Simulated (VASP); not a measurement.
# Be2S3 (R-3c) in VASP: relaxation of cell and atoms with PBE

Aim: the relaxation of cell and atoms of Be2S3 with PBE.

Program: VASP 6.6.1. These are calculated values, not measurements. Logs are shortened: lines on timing, memory, paths and dates and some standing lists are left out, and cuts for length are marked.

## (1) The cell of the first run

Symmetry: R-3c, No. 167, trigonal system. Conventional cell: a = 5.881 Å, b = 5.881 Å, c = 14.072 Å, α = 90.00°, β = 90.00°, γ = 120.00°. Within 2.8 Å of Be (site symmetry 3) lie 6 S at 2.15 to 2.45 Å. Within 2.8 Å of S (site symmetry 2) lie 4 Be at 2.15 to 2.45 Å.

## (2) Relaxation of cell and atoms, PBE

INCAR

```
PREC = Accurate
ENCUT = 600
EDIFF = 1E-7
ISMEAR = 0
SIGMA = 0.1
LREAL = F
LASPH = T
NELM = 120
ALGO = Normal
ISIF = 3
LWAVE = F
LCHARG = F
GGA = PE
IBRION = 2
NSW = 100
EDIFFG = -0.01
GGA_COMPAT = F
NELMIN = 4
KPAR = 4
```

KPOINTS

```
regular mesh
0
Gamma
  12 12 12
```

POSCAR

```
Be2S3
1.0
    2.9407335865      1.6978333278      4.6908000836
   -2.9407335865      1.6978333278      4.6908000836
    0.0000000000     -3.3956666555      4.6908000836
Be S
4 6
Direct
    0.8558920137      0.8558920137      0.8558920137
    0.6441079863      0.6441079863      0.6441079863
    0.1441079863      0.1441079863      0.1441079863
    0.3558920137      0.3558920137      0.3558920137
    0.0807673855      0.4192326145      0.7500000000
    0.7500000000      0.0807673855      0.4192326145
    0.4192326145      0.7500000000      0.0807673855
    0.9192326145      0.5807673855      0.2500000000
    0.2500000000      0.9192326145      0.5807673855
    0.5807673855      0.2500000000      0.9192326145
```

Potentials or basis: VASP PAW PBE potentials, release 64 (Be, S).

Run with:

```
cat potpaw_PBE.64/Be/POTCAR potpaw_PBE.64/S/POTCAR > POTCAR
mpirun -np 4 vasp_std > vasp.out
```

OUTCAR:

```text
PREC = Accurate
   ENCUT = 600
   EDIFF = 1E-7
   ISMEAR = 0
   LREAL = F
   LASPH = T
   NELM = 120
   ISIF = 3
   GGA = PE
   IBRION = 2
   NSW = 100
   EDIFFG = -0.01
   NELMIN = 4

 ion  position               nearest neighbor table
   1  0.856  0.856  0.856-   8 2.15   9 2.15  10 2.15   6 2.45   7 2.45   5 2.45
   2  0.644  0.644  0.644-   8 2.15  10 2.15   9 2.15   7 2.45   6 2.45   5 2.45
   3  0.144  0.144  0.144-   5 2.15   6 2.15   7 2.15   9 2.45  10 2.45   8 2.45
   4  0.356  0.356  0.356-   5 2.15   7 2.15   6 2.15  10 2.45   9 2.45   8 2.45
   5  0.081  0.419  0.750-   3 2.15   4 2.15   1 2.45   2 2.45
   6  0.750  0.081  0.419-   3 2.15   4 2.15   1 2.45   2 2.45
   7  0.419  0.750  0.081-   4 2.15   3 2.15   2 2.45   1 2.45
   8  0.919  0.581  0.250-   1 2.15   2 2.15   3 2.45   4 2.45
   9  0.250  0.919  0.581-   1 2.15   2 2.15   3 2.45   4 2.45
  10  0.581  0.250  0.919-   2 2.15   1 2.15   4 2.45   3 2.45

  LATTYP: Found a trigonal (rhomboedric) cell.
 ALAT       =     5.7908684547
 COS(alpha) =     0.4842325150

  Lattice vectors:

 A1 = (   2.9407335865,   1.6978333278,   4.6908000836)
 A2 = (  -2.9407335865,   1.6978333278,   4.6908000836)
 A3 = (   0.0000000000,  -3.3956666555,   4.6908000836)

Analysis of symmetry for initial positions (statically):
=====================================================================
 Subroutine PRICEL returns:
 Original cell was already a primitive cell.

 Routine SETGRP: Setting up the symmetry group for a
 trigonal (rhombohedral) supercell.

 Subroutine GETGRP returns: Found 12 space group operations
 (whereof  6 operations were pure point group operations)
 out of a pool of 12 trial point group operations.

The static configuration has the point symmetry S_6 .
 The point group associated with its full space group is D_3d.

Analysis of symmetry for dynamics (positions and initial velocities):
=====================================================================
 Subroutine PRICEL returns:
 Original cell was already a primitive cell.

 Routine SETGRP: Setting up the symmetry group for a
 trigonal (rhombohedral) supercell.

 Subroutine GETGRP returns: Found 12 space group operations
 (whereof  6 operations were pure point group operations)
 out of a pool of 12 trial point group operations.

The dynamic configuration has the point symmetry S_6 .
 The point group associated with its full space group is D_3d.

 Subroutine INISYM returns: Found 12 space group operations
 (whereof  6 operations are pure point group operations),
 and found     1 'primitive' translations

----------------------------------------------------------------------------------------

                                     Primitive cell

  volume of cell :     140.5235

  direct lattice vectors                    reciprocal lattice vectors
     2.940733586  1.697833328  4.690800084     0.170025603  0.098164327  0.071061083
    -2.940733586  1.697833328  4.690800084    -0.170025603  0.098164327  0.071061083
     0.000000000 -3.395666655  4.690800084     0.000000000 -0.196328655  0.071061083

  length of vectors
     5.790868455  5.790868455  5.790868455     0.208793243  0.208793243  0.208793243

  position of ions in fractional coordinates (direct lattice)
     0.855892014  0.855892014  0.855892014
     0.644107986  0.644107986  0.644107986
     0.144107986  0.144107986  0.144107986
     0.355892014  0.355892014  0.355892014
     0.080767386  0.419232614  0.750000000
     0.750000000  0.080767386  0.419232614
     0.419232614  0.750000000  0.080767386
     0.919232614  0.580767386  0.250000000
     0.250000000  0.919232614  0.580767386
     0.580767386  0.250000000  0.919232614

  ion indices of the primitive-cell ions
   primitive index   ion index
                 1           1
                 2           2
                 3           3
                 4           4
                 5           5
                 6           6
                 7           7
                 8           8
                 9           9
                10          10

----------------------------------------------------------------------------------------

 KPOINTS: regular mesh

Automatic generation of k-mesh.
 Grid dimensions read from file:
 generate k-points for:   12   12   12

 Generating k-lattice:

  Cartesian coordinates                     Fractional coordinates (reciprocal lattice)
     0.014168800  0.008180361  0.005921757     0.083333333  0.000000000  0.000000000
    -0.014168800  0.008180361  0.005921757     0.000000000  0.083333333  0.000000000
     0.000000000 -0.016360721  0.005921757    -0.000000000 -0.000000000  0.083333333

  Length of vectors
     0.017399437  0.017399437  0.017399437

  Shift w.r.t. Gamma in fractional coordinates (k-lattice)
     0.000000000  0.000000000  0.000000000

 Subroutine IBZKPT returns following result:
 ===========================================

 Found    189 irreducible k-points:

 Following reciprocal coordinates:
            Coordinates               Weight
  0.000000  0.000000  0.000000      1.000000
  0.083333  0.000000  0.000000      6.000000
  0.166667  0.000000  0.000000      6.000000
  0.250000  0.000000 -0.000000      6.000000
  0.333333  0.000000 -0.000000      6.000000
  0.416667  0.000000  0.000000      6.000000
[... 16 lines left out ...]
  0.500000  0.166667 -0.000000     12.000000
 -0.416667  0.166667 -0.000000     12.000000
 [... further k-points ...]
   k-points           NKPTS =    189   k-points in BZ     NKDIM =    189   number of bands    NBANDS=     28
   number of dos      NEDOS =    301   number of ions     NIONS =     10
   total plane-waves  NPLWV = 110592
   dimension x,y,z NGX =    48 NGY =   48 NGZ =   48
   dimension x,y,z NGXF=    96 NGYF=   96 NGZF=   96
   ions per type =               4   6
   NGX,Y,Z   is equivalent  to a cutoff of  13.78, 13.78, 13.78 a.u.
   NGXF,Y,Z  is equivalent  to a cutoff of  27.56, 27.56, 27.56 a.u.
 SYSTEM =  unknown system
   PREC   = accura    normal or accurate (medium, high low for compatibility)
   ISTART =      0    job   : 0-new  1-cont  2-samecut
   ICHARG =      2    charge: 1-file 2-atom 10-const
   ISPIN  =      1    spin polarized calculation?
   LNONCOLLINEAR =      F non collinear calculations
   LSORBIT =      F    spin-orbit coupling
   LASPH  =      T    aspherical Exc in radial PAW
   ENCUT  =  600.0 eV  44.10 Ry    6.64 a.u.  11.57 11.57 11.57*2*pi/ulx,y,z
   NELM   =    120;   NELMIN=  4; NELMDL= -5     # of ELM steps
   EDIFF  = 0.1E-06   stopping-criterion for ELM
   LREAL  =      F    real-space projection
   EDIFFG = -.1E-01   stopping-criterion for IOM
   NSW    =    100    number of steps for IOM
   IBRION =      2    ionic relax: 0-MD 1-quasi-New 2-CG
   NFREE  =      1    steps in history (QN), initial steepest desc. (CG)
   ISIF   =      3    stress and relaxation
   ISYM   =      2    0-nonsym 1-usesym 2-fastsym
   POTIM  = 0.5000    time-step for ionic-motion
   TEBEG  =    0.0;   TEEND  =   0.0 temperature during run
   PSTRESS=    0.0 pullay stress
   NELECT =      44.0000    total number of electrons
   NUPDOWN=      -1.0000    fix difference up-down
   EMIN   =  10.00;   EMAX   =-10.00  energy-range for DOS
   EFERMI =   0.00;   METHOD = LEGACY
   ISMEAR =     0;   SIGMA  =   0.10  broadening in eV -4-tet -1-fermi 0-gaus
   EFERMI_NEDOS =   21; number of points for ismear=-14 and -15
   IALGO  =     38    algorithm
   IMIX   =      4    mixing-type and parameters
     AMIX     =   0.40;   BMIX     =  1.00
     AMIX_MAG =   1.60;   BMIX_MAG =  1.00
  volume/ion in A,a.u.               =      14.05        94.83
  Fermi-wavevector in a.u.,A,eV,Ry     =   1.111671  2.100753 16.814234  1.235811
  Thomas-Fermi vector in A             =   2.248236
   LORBIT       =      0    0 simple, 1 ext, 2 COOP (PROOUT), +10 PAW based schemes
   GGA     = PE    functional components
   LHFCALC =     F    Hartree Fock is set to
   AEXX    =    0.0000 exact exchange contribution
   IVDW    =     0    specifies the selected vdW correction
   LEPSILON=     F    determine dielectric tensor
   LRPA    =     F    only Hartree local field effects (RPA)
 conjugate gradient relaxation of ions
 non-spin polarized calculation
 Gauss-broadening in eV      SIGMA  =   0.10
  energy-cutoff  :      600.00
  volume of cell :      140.52
 maximum number of plane-waves:      4717
 NGX is ok and might be reduce to    48
   NGX = 23   NGY = 23   NGZ = 23

--------------------------------------- Ionic step        1  -------------------------------------------

 number of electron      44.0000000 magnetization

 Free energy of the ion-electron system (eV)
  ---------------------------------------------------
  ext. energy  EPLUGINS =         0.00000000
  ---------------------------------------------------
  free energy    TOTEN  =       -41.90853723 eV

  energy without entropy =      -41.88158829  energy(sigma->0) =      -41.89506276

------------------------ aborting loop because EDIFF is reached ----------------------------------------

  FORCE on cell =-STRESS in cart. coord.  units (eV):
  Direction    XX          YY          ZZ          XY          YZ          ZX
  --------------------------------------------------------------------------------------
  -------------------------------------------------------------------------------------
  Total       -0.1172648     -0.1172648      0.2576775     -0.0000000      0.0000000      0.0000000
  in kB       -1.3369942     -1.3369942      2.9379073     -0.0000000      0.0000000      0.0000000
  external PRESSURE =       0.0879730 kB  Pullay stress =       0.0000000 kB
[... 113 lines left out ...]
  FREE ENERGIE OF THE ION-ELECTRON SYSTEM (eV)
  ---------------------------------------------------
  free  energy   TOTEN  =       -41.9097754996 eV

  energy  without entropy=      -41.8827758083  energy(sigma->0) =      -41.89627565

[... ionic steps 4 to 8 ...]

--------------------------------------- Ionic step        9  -------------------------------------------

 number of electron      44.0000000 magnetization

------------------------ aborting loop because EDIFF is reached ----------------------------------------

  FORCE on cell =-STRESS in cart. coord.  units (eV):
  Direction    XX          YY          ZZ          XY          YZ          ZX
  --------------------------------------------------------------------------------------
  -------------------------------------------------------------------------------------
  Total        0.0034602      0.0034602      0.1347890      0.0000000      0.0000000      0.0000000
  in kB        0.0392731      0.0392731      1.5298637      0.0000000      0.0000000      0.0000000
  external PRESSURE =       0.5361367 kB  Pullay stress =       0.0000000 kB
[... 73 lines left out ...]
  energy  without entropy=      -41.8843063204  energy(sigma->0) =      -41.89757287

--------------------------------------- Ionic step       11  -------------------------------------------

 number of electron      44.0000000 magnetization

 Free energy of the ion-electron system (eV)
  ---------------------------------------------------
  ext. energy  EPLUGINS =         0.00000000
  ---------------------------------------------------
  free energy    TOTEN  =       -41.91092606 eV

  energy without entropy =      -41.88435599  energy(sigma->0) =      -41.89764102

 E-fermi :   5.5567     XC(G=0): -10.3316

 val. band max:        5.5542587467   @ k =  -0.3333   0.2500   0.1667
 cond. band min:       5.5601843143   @ k =  -0.0833   0.0833   0.0000
 fundamental gap:      0.0059255677
 Fermi energy:         5.5567014879

 k-point     1 :       0.0000    0.0000    0.0000
  band No.  band energies     occupation
      1      -9.2268      2.00000
      2      -6.5278      2.00000
      3      -6.5278      2.00000
      4      -6.2871      2.00000
      5      -6.2871      2.00000
      6      -5.9862      2.00000
[... 733 lines left out ...]
     27      10.4600      0.00000
     28      10.6903      0.00000

 [... further k-points ...]

------------------------ aborting loop because EDIFF is reached ----------------------------------------

  FORCE on cell =-STRESS in cart. coord.  units (eV):
  Direction    XX          YY          ZZ          XY          YZ          ZX
  --------------------------------------------------------------------------------------
  -------------------------------------------------------------------------------------
  Total       -0.0052531     -0.0052531      0.0283071      0.0000000      0.0000000      0.0000000
  in kB       -0.0596463     -0.0596463      0.3214135      0.0000000      0.0000000      0.0000000
  external PRESSURE =       0.0673736 kB  Pullay stress =       0.0000000 kB
[... 25 lines left out ...]
  FREE ENERGIE OF THE ION-ELECTRON SYSTEM (eV)
  ---------------------------------------------------
  free  energy   TOTEN  =       -41.9109260627 eV

  energy  without entropy=      -41.8843559855  energy(sigma->0) =      -41.89764102

 reached required accuracy - stopping structural energy minimisation
```

Run time: 26 min. Hardware: 4 MPI ranks of AMD EPYC 9R14 (Zen 4), shared host; peak memory 0.8 GiB.

What came out:

| Item | Value |
| --- | --- |
| Free energy | -41.9109 eV |
| Relaxed volume | 14.11 Å³/atom |
| Relaxed cell | a = 5.807 Å, b = 5.807 Å, c = 5.807 Å, α = 60.85°, β = 60.85°, γ = 60.85° |
| Space group after relaxing (to 0.1 Å) | R-3c (No. 167) |
| Energy gained by relaxing | 0.2 meV/atom |
| Ionic steps | 11 |
| Pressure after relaxing | 0.0 GPa |
| Largest force after relaxing | 0.007 eV/Å |
| Band gap on the k mesh | zero (bands 22 and 23 overlap by 1.38 eV) |

Forces in eV/Å, atoms in the order of the input:
```
Be   0.000  0.000  0.001
Be   0.000  0.000 -0.001
Be   0.000  0.000 -0.001
Be   0.000  0.000  0.001
S   -0.007  0.000  0.000
S    0.004 -0.006  0.000
S    0.004  0.006  0.000
S    0.007  0.000  0.000
S   -0.004  0.006  0.000
S   -0.004 -0.006  0.000
```

Step by step:
```tsv
step	energy change (eV)	largest force (eV/Å)	pressure (GPa)	volume (Å³)
1	0.0000	0.0299	0.01	140.52
2	-0.0007	0.0272	0.05	140.54
3	-0.0012	0.0230	0.10	140.56
4	-0.0013	0.0218	0.12	140.57
5	-0.0015	0.0238	-0.05	140.88
6	-0.0015	0.0245	-0.10	140.98
7	-0.0018	0.0207	-0.09	141.00
8	-0.0022	0.0108	-0.04	141.06
9	-0.0021	0.0164	0.05	141.16
10	-0.0023	0.0120	0.00	141.10
11	-0.0024	0.0072	0.01	141.10
```

Final structure:
```
Be S
1.0
     2.94052    1.69771    4.71089
    -2.94052    1.69771    4.71089
     0.00000   -3.39542    4.71089
Be S
4 6
Direct
  0.85759 0.85759 0.85759
  0.64241 0.64241 0.64241
  0.14241 0.14241 0.14241
  0.35759 0.35759 0.35759
  0.08154 0.41846 0.75000
  0.75000 0.08154 0.41846
  0.41846 0.75000 0.08154
  0.91846 0.58154 0.25000
  0.25000 0.91846 0.58154
  0.58154 0.25000 0.91846
```

Levels at points of the mesh, in eV from the Fermi level:
```csv
k point,band 19,band 20,band 21,band 22,band 23,band 24,band 25,band 26
"(0.00, 0.00, 0.00)",-0.97,0.24,0.24,0.32,0.32,1.75,4.24,4.24
"(0.50, 0.00, 0.00)",-1.16,-1.16,-0.60,-0.60,0.61,0.61,4.60,4.60
"(0.50, 0.50, 0.00)",-1.57,-1.37,-1.22,-0.12,0.47,0.67,3.67,5.04
"(0.50, 0.50, 0.50)",-1.47,-1.47,-0.47,-0.47,-0.47,-0.47,3.78,3.78
```
